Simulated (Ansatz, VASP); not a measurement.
# BP in VASP and in Ansatz

Contents of POSCAR:

```
BP
1.0
    0.0000000000      2.2682629510      2.2682629510
    2.2682629510      0.0000000000      2.2682629510
    2.2682629510      2.2682629510      0.0000000000
B P
1 1
Direct
    0.0000000000      0.0000000000      0.0000000000
    0.2500000000      0.2500000000      0.2500000000
```

INCAR.step1

```
SYSTEM = BP
  ALGO = Normal
  EDIFF = 1E-5
  ENCUT = 550
  GGA = PE
  GGA_COMPAT = .False.
  ISMEAR = 0
  LASPH = .True.
  LCHARG = .False.
  LREAL = .False.
  LWAVE = .True.
  NBANDS = 11
  NELM = 120
  PREC = Accurate
  SIGMA = 0.02
```

INCAR.step2

```
SYSTEM = BP
  ALGO = Normal
  EDIFF = 1E-6
  ENCUT = 550
  GGA_COMPAT = .False.
  ISIF = 2
  ISMEAR = 0
  ISTART = 1
  LASPH = .True.
  LCHARG = .False.
  LMIXTAU = .True.
  LREAL = .False.
  LWAVE = .False.
  METAGGA = R2SCAN
  NBANDS = 11
  NELM = 120
  PREC = Accurate
  SIGMA = 0.02
```

The input KPOINTS:

```
k-points
0
Gamma
  10 10 10
  0 0 0
```

Input for Ansatz:

```yaml
crystal:
  lattice:
    - [0.0, 2.268262951, 2.268262951]
    - [2.268262951, 0.0, 2.268262951]
    - [2.268262951, 2.268262951, 0.0]
  atoms:
    - { symbol: B, position: [0.0, 0.0, 0.0] }
    - { symbol: P, position: [0.25, 0.25, 0.25] }
basis:
  ecutwfc: "600 eV"
kpoints:
  mp_grid: { grid: [10, 10, 10] }
hamiltonian:
  xc: r2scan
scf:
  occupations: { method: gaussian, width: 0.02 }
  mixing: { preconditioner: kerker_dos }
output:
  forces: true
  eigenvalues: true
  stress: true
```

Alike in both runs: task single point; functional r2SCAN; k mesh 10 × 10 × 10; occupations gaussian, width 0.02 eV; no spin polarisation.

|  | VASP | Ansatz |
| --- | --- | --- |
| version | VASP 6.6.1 | Ansatz 0.2.0 |
| potentials or method | VASP PAW PBE potentials, release 64 (B, P), cutoff 550 eV | scalar-relativistic, plane waves, PAW |
| valence electrons in the cell | 8 | 8 |

```tsv
	VASP	Ansatz	Ansatz less VASP
gap on the k mesh at the Fermi level (eV)	1.45	1.42	-0.031
pressure (GPa)	-0.5	0.0	+0.52
```

VASP's potentials were made for PBE, not for r2SCAN.
